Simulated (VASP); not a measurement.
Here is a VASP 6.6.1 calculation.

The input INCAR:

```
SYSTEM = LiSi16
ALGO = Normal ; EDIFF = 1E-6
EDIFFG = -0.03 ; ENCUT = 520
GGA = PE ; IBRION = 2
ISIF = 2 ; ISMEAR = -1
IVDW = 12 ; LASPH = .True.
LCHARG = .False. ; LREAL = Auto
LWAVE = .False. ; NELECT = 66.0
NELM = 60 ; NSW = 80
PREC = Accurate ; SIGMA = 0.05
```

File KPOINTS:

```
k-points
0
Gamma
  2 2 2
  0 0 0
```

The input POSCAR:

```
LiSi16
1.0
    0.0000000000      5.4300000000      5.4300000000
    5.4300000000      0.0000000000      5.4300000000
    5.4300000000      5.4300000000      0.0000000000
Si Li
16 1
Direct
    0.0000000000      0.0000000000      0.0000000000
    0.1250000000      0.1250000000      0.1250000000
    0.0000000000      0.0000000000      0.5000000000
    0.1250000000      0.1250000000      0.6250000000
    0.0000000000      0.5000000000      0.0000000000
    0.1250000000      0.6250000000      0.1250000000
    0.0000000000      0.5000000000      0.5000000000
    0.1250000000      0.6250000000      0.6250000000
    0.5000000000      0.0000000000      0.0000000000
    0.6250000000      0.1250000000      0.1250000000
    0.5000000000      0.0000000000      0.5000000000
    0.6250000000      0.1250000000      0.6250000000
    0.5000000000      0.5000000000      0.0000000000
    0.6250000000      0.6250000000      0.1250000000
    0.5000000000      0.5000000000      0.5000000000
    0.6250000000      0.6250000000      0.6250000000
    0.0592174000      0.8070338000      0.3223060000
```

Potentials or basis: VASP PAW PBE potentials, release 64 (Si, Li_sv).

Launch:

```sh
$ cat potpaw_PBE.64/Si/POTCAR potpaw_PBE.64/Li_sv/POTCAR > POTCAR
$ mpirun -np 1 vasp_std > vasp.out
```

Problem. What does it give for the dispersion energy per atom?

Solution. -0.321 eV.

Problem. Estimate the energy gained by relaxing.

Solution. 58.7 meV/atom.

Final structure:
```
CELL_PARAMETERS angstrom
0.00000 5.43000 5.43000
5.43000 0.00000 5.43000
5.43000 5.43000 0.00000
ATOMIC_POSITIONS crystal
Si 0.01258 0.99855 0.99011
Si 0.13832 0.12188 0.12018
Si 0.01273 0.99814 0.49933
Si 0.13473 0.12178 0.62189
Si 0.01043 0.49579 0.99748
Si 0.13827 0.61938 0.11995
Si 0.01267 0.48988 0.49921
Si 0.13834 0.61904 0.62355
Si 0.51221 0.99256 0.99777
Si 0.63329 0.12322 0.11984
Si 0.50273 0.99909 0.49913
Si 0.63347 0.12278 0.62401
Si 0.51218 0.49705 0.99768
Si 0.63781 0.61997 0.12169
Si 0.51228 0.49662 0.49418
Si 0.63331 0.61973 0.62390
Li 0.88387 0.87156 0.37240
```

Caveat: the k points lie up to 0.50 Å⁻¹ apart; the cell carries a net charge on a neutralising background, which shifts energy and pressure.
